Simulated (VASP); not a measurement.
# SmCoAsF (P4/nmm) in VASP: single point with r2SCAN

Aim: the single point of SmCoAsF with r2SCAN.

All numbers are computed with VASP 6.6.1; they aren't measurements. Logs are shortened: lines on timing, memory, paths and dates and some standing lists are left out, and cuts for length are marked.

### 1 The cell of the first run

It takes space group P4/nmm (No. 129, tetragonal). Conventional cell: a = 3.956 Å, b = 3.956 Å, c = 8.246 Å, α = 90.00°, β = 90.00°, γ = 90.00°. Sm (site symmetry 4mm) has 4 F at 2.29 Å within 3.0 Å. Co (site symmetry -4m2) has 4 As at 2.36 Å and 4 Co at 2.80 Å within 3.1 Å. As (site symmetry 4mm) has 4 Co at 2.36 Å within 3.1 Å. F (site symmetry -4m2) has 4 Sm at 2.29 Å and 4 F at 2.80 Å within 3.0 Å.

### 2 Single point, r2SCAN, collinear spin, ferrimagnetic start

Input file POSCAR:

```
SmCoAsF
1.0
    3.9555400000      0.0000000000      0.0000000000
    0.0000000000      3.9555400000      0.0000000000
    0.0000000000      0.0000000000      8.2462300000
Sm Co As F
2 2 2 2
Direct
    0.5000000000      0.0000000000      0.1396400000
    0.0000000000      0.5000000000      0.8603600000
    0.0000000000      0.0000000000      0.5000000000
    0.5000000000      0.5000000000      0.5000000000
    0.5000000000      0.0000000000      0.6560200000
    0.0000000000      0.5000000000      0.3439800000
    0.0000000000      0.0000000000      0.0000000000
    0.5000000000      0.5000000000      0.0000000000
```

Input file INCAR.step1:

```
PREC     = Accurate       # precision mode
ENCUT    = 520            # plane-wave cutoff, eV
ISMEAR   = 0              # smearing method
SIGMA    = 0.1            # smearing width, eV
LREAL    = False          # projectors in reciprocal space
LASPH    = True           # aspherical terms in the spheres
NELM     = 150            # most SCF steps
ISPIN    = 2              # spin polarisation
MAGMOM   = 5 5 -3 -3 0 0 0 0 # initial moments
LMAXMIX  = 6              # l up to which the mixer works
NBANDS   = 51             # bands
GGA      = PE             # functional
ALGO     = Normal         # electronic algorithm
EDIFF    = 1E-4           # SCF threshold, eV
LWAVE    = True           # write WAVECAR
LCHARG   = False          # write CHGCAR
```

Input file INCAR.step2:

```
PREC     = Accurate       # precision mode
ENCUT    = 520            # plane-wave cutoff, eV
EDIFF    = 1E-7           # SCF threshold, eV
ISMEAR   = 0              # smearing method
SIGMA    = 0.1            # smearing width, eV
LREAL    = False          # projectors in reciprocal space
LASPH    = True           # aspherical terms in the spheres
NELM     = 150            # most SCF steps
ALGO     = Normal         # electronic algorithm
ISIF     = 2              # what is computed and relaxed
LWAVE    = False          # write WAVECAR
LCHARG   = False          # write CHGCAR
ISPIN    = 2              # spin polarisation
MAGMOM   = 5 5 -3 -3 0 0 0 0 # initial moments
LORBIT   = 11             # projections on sites
LMAXMIX  = 6              # l up to which the mixer works
METAGGA  = R2SCAN         # meta-GGA
LMIXTAU  = True         
NBANDS   = 51             # bands
ISTART   = 1
```

Input file KPOINTS:

```
Automatic mesh
0
Gamma
  4 4 2
```

Potentials or basis: VASP PAW PBE potentials, release 64 (Sm, Co, As, F).

Started as:

```bash
> cat potpaw_PBE.64/Sm/POTCAR potpaw_PBE.64/Co/POTCAR potpaw_PBE.64/As/POTCAR potpaw_PBE.64/F/POTCAR > POTCAR
> cp INCAR.step1 INCAR
> mpirun -np 1 vasp_std > vasp.out
> cp INCAR.step2 INCAR
> mpirun -np 1 vasp_std > vasp.out
```

OUTCAR:

```text
PREC = Accurate
   ENCUT = 520
   EDIFF = 1E-7
   ISMEAR = 0
   LREAL = False
   LASPH = True
   NELM = 150
   ISIF = 2
   ISPIN = 2
   LORBIT = 11
   METAGGA = R2SCAN
   ISTART = 1

 ion  position               nearest neighbor table
   1  0.500  0.000  0.140-   7 2.29   8 2.29   8 2.29   7 2.29
   2  0.000  0.500  0.860-   7 2.29   8 2.29   7 2.29   8 2.29
   3  0.000  0.000  0.500-   5 2.36   6 2.36   6 2.36   5 2.36   4 2.80   4 2.80   4 2.80   4 2.80

   4  0.500  0.500  0.500-   5 2.36   6 2.36   5 2.36   6 2.36   3 2.80   3 2.80   3 2.80   3 2.80

   5  0.500  0.000  0.656-   3 2.36   4 2.36   4 2.36   3 2.36
   6  0.000  0.500  0.344-   3 2.36   4 2.36   3 2.36   4 2.36
   7  0.000  0.000  0.000-   1 2.29   2 2.29   2 2.29   1 2.29
   8  0.500  0.500  0.000-   1 2.29   2 2.29   1 2.29   2 2.29

  LATTYP: Found a simple tetragonal cell.
 ALAT       =     3.9555400000
 C/A-ratio  =     2.0847292658

  Lattice vectors:

 A1 = (   3.9555400000,   0.0000000000,   0.0000000000)
 A2 = (   0.0000000000,   3.9555400000,   0.0000000000)
 A3 = (   0.0000000000,   0.0000000000,   8.2462300000)

Analysis of symmetry for initial positions (statically):
=====================================================================
 Subroutine PRICEL returns:
 Original cell was already a primitive cell.

 Routine SETGRP: Setting up the symmetry group for a
 simple tetragonal supercell.

 Subroutine GETGRP returns: Found 16 space group operations
 (whereof  8 operations were pure point group operations)
 out of a pool of 16 trial point group operations.

The static configuration has the point symmetry D_2d.
 The point group associated with its full space group is D_4h.

Analysis of symmetry for dynamics (positions and initial velocities):
=====================================================================
 Subroutine PRICEL returns:
 Original cell was already a primitive cell.

 Routine SETGRP: Setting up the symmetry group for a
 simple tetragonal supercell.

 Subroutine GETGRP returns: Found 16 space group operations
 (whereof  8 operations were pure point group operations)
 out of a pool of 16 trial point group operations.

The dynamic configuration has the point symmetry D_2d.
 The point group associated with its full space group is D_4h.

Analysis of structural, dynamic, and magnetic symmetry:
=====================================================================
 Subroutine PRICEL returns:
 Original cell was already a primitive cell.

 Routine SETGRP: Setting up the symmetry group for a
 simple tetragonal supercell.

 Subroutine GETGRP returns: Found 16 space group operations
 (whereof  8 operations were pure point group operations)
 out of a pool of 16 trial point group operations.

The overall configuration has the point symmetry D_2d.
 The point group associated with its full space group is D_4h.

 Subroutine INISYM returns: Found 16 space group operations
 (whereof  8 operations are pure point group operations),
 and found     1 'primitive' translations

----------------------------------------------------------------------------------------

                                     Primitive cell

  volume of cell :     129.0230

  direct lattice vectors                    reciprocal lattice vectors
     3.955540000  0.000000000  0.000000000     0.252809983  0.000000000  0.000000000
     0.000000000  3.955540000  0.000000000     0.000000000  0.252809983  0.000000000
     0.000000000  0.000000000  8.246230000     0.000000000  0.000000000  0.121267537

  length of vectors
     3.955540000  3.955540000  8.246230000     0.252809983  0.252809983  0.121267537

  position of ions in fractional coordinates (direct lattice)
     0.500000000  0.000000000  0.139640000
     0.000000000  0.500000000  0.860360000
     0.000000000  0.000000000  0.500000000
     0.500000000  0.500000000  0.500000000
     0.500000000  0.000000000  0.656020000
     0.000000000  0.500000000  0.343980000
     0.000000000  0.000000000  0.000000000
     0.500000000  0.500000000  0.000000000
[... 56 lines left out ...]
   dimension x,y,z NGXF=    60 NGYF=   60 NGZF=  128
   ions per type =               2   2   2   2
   NGX,Y,Z   is equivalent  to a cutoff of  12.61, 12.61, 12.90 a.u.
   NGXF,Y,Z  is equivalent  to a cutoff of  25.22, 25.22, 25.81 a.u.
 SYSTEM =  unknown system
   PREC   = accura    normal or accurate (medium, high low for compatibility)
   ISTART =      1    job   : 0-new  1-cont  2-samecut
   ICHARG =      0    charge: 1-file 2-atom 10-const
   ISPIN  =      2    spin polarized calculation?
   LNONCOLLINEAR =      F non collinear calculations
   LSORBIT =      F    spin-orbit coupling
   LASPH  =      T    aspherical Exc in radial PAW
   ENCUT  =  520.0 eV  38.22 Ry    6.18 a.u.   7.35  7.35 15.33*2*pi/ulx,y,z
   NELM   =    150;   NELMIN=  2; NELMDL=  0     # of ELM steps
   EDIFF  = 0.1E-06   stopping-criterion for ELM
   LREAL  =      F    real-space projection
   EDIFFG = 0.1E-05   stopping-criterion for IOM
   NSW    =      0    number of steps for IOM
   IBRION =     -1    ionic relax: 0-MD 1-quasi-New 2-CG
   NFREE  =      0    steps in history (QN), initial steepest desc. (CG)
   ISIF   =      2    stress and relaxation
   ISYM   =      2    0-nonsym 1-usesym 2-fastsym
   POTIM  = 0.5000    time-step for ionic-motion
   TEBEG  =    0.0;   TEEND  =   0.0 temperature during run
   PSTRESS=    0.0 pullay stress
   NELECT =      74.0000    total number of electrons
   NUPDOWN=      -1.0000    fix difference up-down
   EMIN   =  10.00;   EMAX   =-10.00  energy-range for DOS
   EFERMI =   0.00;   METHOD = LEGACY
   ISMEAR =     0;   SIGMA  =   0.10  broadening in eV -4-tet -1-fermi 0-gaus
   EFERMI_NEDOS =   21; number of points for ismear=-14 and -15
   IALGO  =     38    algorithm
   IMIX   =      4    mixing-type and parameters
     AMIX     =   0.40;   BMIX     =  1.00
     AMIX_MAG =   1.60;   BMIX_MAG =  1.00
  volume/ion in A,a.u.               =      16.13       108.84
  Fermi-wavevector in a.u.,A,eV,Ry     =   1.360180  2.570368 25.172000  1.850090
  Thomas-Fermi vector in A             =   2.486864
   LORBIT       =     11    0 simple, 1 ext, 2 COOP (PROOUT), +10 PAW based schemes
   METAGGA = R2SCAN    functional components
   LHFCALC =     F    Hartree Fock is set to
   AEXX    =    0.0000 exact exchange contribution
   IVDW    =     0    specifies the selected vdW correction
   LEPSILON=     F    determine dielectric tensor
   LRPA    =     F    only Hartree local field effects (RPA)
 spin polarized calculation
 Gauss-broadening in eV      SIGMA  =   0.10
  energy-cutoff  :      520.00
  volume of cell :      129.02
 maximum number of plane-waves:      3527
 NGX is ok and might be reduce to    30
   NGX = 15   NGY = 15   NGZ = 31

 number of electron      73.9999963 magnetization      11.0102636

 Free energy of the ion-electron system (eV)
  ---------------------------------------------------
  ext. energy  EPLUGINS =         0.00000000
  ---------------------------------------------------
  free energy    TOTEN  =      -150.40826531 eV

  energy without entropy =     -150.35830699  energy(sigma->0) =     -150.38328615

 E-fermi :   6.3834     XC(G=0): -11.7721

 val. band max:        6.3590417686   @ k =   0.2500   0.2500   0.0000
 cond. band min:       6.4015637059   @ k =   0.0000   0.0000   0.0000
 fundamental gap:      0.0425219372
 Fermi energy:         6.3833719082

 spin component 1

 k-point     1 :       0.0000    0.0000    0.0000
  band No.  band energies     occupation
      1     -35.6362      1.00000
      2     -35.4842      1.00000
      3     -22.9540      1.00000
      4     -22.5773      1.00000
      5     -14.9558      1.00000
      6     -14.9558      1.00000
[... 613 lines left out ...]
     48       7.2799      0.00000
     49       9.4695      0.00000
 Fermi energy:         6.3833719082

 spin component 2

 k-point     1 :       0.0000    0.0000    0.0000
  band No.  band energies     occupation
      1     -32.7112      1.00000
      2     -32.4724      1.00000
      3     -22.8094      1.00000
      4     -22.5927      1.00000
      5     -12.9915      1.00000
      6     -12.9915      1.00000
[... 613 lines left out ...]
     48      11.2696      0.00000
     49      11.3437      0.00000
 [bands above 49 left out]

------------------------ aborting loop because EDIFF is reached ----------------------------------------

  FORCE on cell =-STRESS in cart. coord.  units (eV):
  Direction    XX          YY          ZZ          XY          YZ          ZX
  --------------------------------------------------------------------------------------
  -------------------------------------------------------------------------------------
  Total        5.2675839      5.2675839      2.1238972      0.0000000      0.0000000      0.0000000
  in kB       65.4116397     65.4116397     26.3740650      0.0000000      0.0000000      0.0000000
  external PRESSURE =      52.3991148 kB  Pullay stress =       0.0000000 kB

 VOLUME and BASIS-vectors are now :
 -----------------------------------------------------------------------------
  energy-cutoff  :      520.00
  volume of cell :      129.02
      direct lattice vectors                 reciprocal lattice vectors
     3.955540000  0.000000000  0.000000000     0.252809983  0.000000000  0.000000000
     0.000000000  3.955540000  0.000000000     0.000000000  0.252809983  0.000000000
     0.000000000  0.000000000  8.246230000     0.000000000  0.000000000  0.121267537

 POSITION                                       TOTAL-FORCE (eV/Angst)
 -----------------------------------------------------------------------------------
      1.97777      0.00000      1.15150         0.000000      0.000000      3.986527
      0.00000      1.97777      7.09473        -0.000000      0.000000     -3.986527
      0.00000      0.00000      4.12312         0.000000      0.000000      0.000000
      1.97777      1.97777      4.12312         0.000000     -0.000000      0.000000
      1.97777      0.00000      5.40969         0.000000      0.000000     -0.387843
      0.00000      1.97777      2.83654         0.000000      0.000000      0.387843
      0.00000      0.00000      0.00000         0.000000     -0.000000      0.000000
      1.97777      1.97777      0.00000         0.000000      0.000000      0.000000
 -----------------------------------------------------------------------------------
    total drift:                                0.000000      0.000000      0.000000

  FREE ENERGIE OF THE ION-ELECTRON SYSTEM (eV)
  ---------------------------------------------------
  free  energy   TOTEN  =      -150.4082653110 eV

  energy  without entropy=     -150.3583069867  energy(sigma->0) =     -150.38328615

 total charge

# of ion       s       p       d       f       tot
--------------------------------------------------
    1        2.037   5.762   0.359   5.612  13.770
    2        2.037   5.762   0.359   5.612  13.770
    3        0.411   0.474   7.428   0.000   8.313
    4        0.411   0.474   7.428   0.000   8.313
    5        1.191   1.613   0.076   0.000   2.880
    6        1.191   1.613   0.076   0.000   2.880
    7        1.748   4.454   0.000   0.000   6.203
    8        1.748   4.454   0.000   0.000   6.203
--------------------------------------------------
tot         10.775  24.607  15.726  11.223  62.331

 magnetization (x)

# of ion       s       p       d       f       tot
--------------------------------------------------
    1       -0.033  -0.165   0.063   5.538   5.404
    2       -0.033  -0.165   0.063   5.538   5.404
    3       -0.005   0.015  -0.374   0.000  -0.363
    4       -0.005   0.015  -0.374   0.000  -0.363
    5       -0.004  -0.015   0.008   0.000  -0.010
    6       -0.004  -0.015   0.008   0.000  -0.010
    7       -0.002  -0.010   0.000   0.000  -0.011
    8       -0.002  -0.010   0.000   0.000  -0.011
--------------------------------------------------
tot         -0.085  -0.348  -0.604  11.076  10.039
```

Wall time 13 min (1 thread of Intel Xeon 6975P-C (Granite Rapids), shared host); peak memory 0.38 GiB.

Results:

```
Free energy                                           : -150.4083 eV
Pressure                                              : 5.2 GPa
Largest force                                         : 3.987 eV/Å
Net moment                                            : 11.01 μB per cell
Site moments                                          : Sm +5.40; Co -0.36; As -0.01; F -0.01 μB
Valence electrons inside the program's atomic spheres : Sm 13.77; Co 8.31; As 2.88; F 6.20
```

Forces in eV/Å, atoms in the order of the input:
```
Sm   0.000  0.000  3.987
Sm   0.000  0.000 -3.987
Co   0.000  0.000  0.000
Co   0.000  0.000  0.000
As   0.000  0.000 -0.388
As   0.000  0.000  0.388
F    0.000  0.000  0.000
F    0.000  0.000  0.000
```

Levels at points of the mesh, in eV from the Fermi level:
Spin up:
```csv
k point,band 39,band 40,band 41,band 42,band 43,band 44,band 45,band 46
"(0.00, 0.00, 0.00)",-0.32,-0.24,-0.24,0.02,0.06,0.47,0.65,0.69
"(0.50, 0.00, 0.00)",-0.24,-0.24,-0.09,-0.09,0.59,0.59,0.85,0.85
"(0.50, 0.50, 0.00)",-0.29,-0.29,-0.26,-0.26,-0.07,-0.07,0.69,0.69
"(0.00, 0.00, 0.50)",-0.34,-0.22,-0.22,-0.04,0.39,0.40,0.65,0.69
"(0.50, 0.00, 0.50)",-0.25,-0.25,-0.08,-0.08,0.53,0.53,0.92,0.92
"(0.50, 0.50, 0.50)",-0.29,-0.29,-0.25,-0.25,-0.09,-0.09,0.68,0.68
```
Spin down:
```tsv
k point	band 29	band 30	band 31	band 32	band 33	band 34
(0.00, 0.00, 0.00)	-0.83	-0.63	-0.63	0.05	1.87	1.87
(0.50, 0.00, 0.00)	-1.46	-1.46	0.29	0.29	0.68	0.68
(0.50, 0.50, 0.00)	-1.19	-1.19	-1.09	-1.09	-0.44	-0.44
(0.00, 0.00, 0.50)	-0.83	-0.62	-0.62	0.20	1.83	1.83
(0.50, 0.00, 0.50)	-1.47	-1.47	0.45	0.45	0.70	0.70
(0.50, 0.50, 0.50)	-1.19	-1.19	-1.09	-1.09	-0.44	-0.44
```

Caveat: the k points lie up to 0.40 Å⁻¹ apart; the magnetic or orbital state may not be the lowest; the PAW data sets were made with another functional, which shifts forces and pressure a little; spin-orbit coupling is left out, which moves the levels of the heavy elements; semilocal functionals describe open f shells poorly, which spoils levels, moments and volumes. With open d or f shells a metallic result of r2SCAN can be an artefact of self-interaction; +U or a hybrid may open a gap.
